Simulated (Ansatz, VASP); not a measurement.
MgO: VASP beside Ansatz

File INCAR:

```
SYSTEM = MgO
PREC = Accurate
ENCUT = 520
EDIFF = 1E-7
ISMEAR = 0
SIGMA = 0.1
LREAL = .FALSE.
LASPH = .TRUE.
NELM = 80
ALGO = Normal
ISIF = 2
LWAVE = .FALSE.
LCHARG = .TRUE.
GGA = CA
LELF = .TRUE.
LVHAR = .TRUE.
NBANDS = 11
```

KPOINTS

```
regular mesh
0
G
  8 8 8
  0 0 0
```

File POSCAR:

```
MgO
1.0
    0.0000000000      2.1245000000      2.1245000000
    2.1245000000      0.0000000000      2.1245000000
    2.1245000000      2.1245000000      0.0000000000
Mg O
1 1
Direct
    0.0000000000      0.0000000000      0.0000000000
    0.5000000000      0.5000000000      0.5000000000
```

Input for Ansatz:

```yaml
crystal:
  lattice:
    - [0.0, 2.1245, 2.1245]
    - [2.1245, 0.0, 2.1245]
    - [2.1245, 2.1245, 0.0]
  atoms:
    - { symbol: Mg, position: [0.0, 0.0, 0.0] }
    - { symbol: O, position: [0.5, 0.5, 0.5] }
basis:
  ecutwfc: 420
kpoints:
  mp_grid: { grid: [8, 8, 8] }
hamiltonian:
  xc: lda
  pseudopotentials: { kind: paw, azcp: { folder: soft_1 } }
scf:
  occupations: { method: gaussian, width: 0.1 }
output:
  forces: true
  stress: true
  eigenvalues: true
```

Alike in both runs: task single point; functional LDA; k mesh 8 × 8 × 8; occupations gaussian, width 0.1 eV; no spin polarisation.

|  | VASP | Ansatz |
| --- | --- | --- |
| version | VASP 6.6.1 | Ansatz 0.2.0 |
| potentials or method | VASP PAW LDA potentials, release 64 (Mg, O), cutoff 520 eV | scalar-relativistic, plane waves, PAW |
| valence electrons in the cell | 8 | 16 |

|  | VASP | Ansatz | Ansatz less VASP |
| --- | --- | --- | --- |
| gap on the k mesh at the Fermi level (eV) | 4.41 | 4.41 | +0.006 |
| least direct gap on the mesh (eV) | 4.41 | 4.41 | +0.006 |
| pressure (GPa) | -11.4 | -9.5 | +1.83 |

Ansatz warns that its potentials were made for another functional, while VASP's fit it. LDA's correlation is that of Perdew and Zunger in VASP and of Perdew and Wang (1992) in Ansatz. VASP's potentials hold 8 valence electrons a cell and Ansatz's 16, so a difference there can come from the potentials and not from the codes.
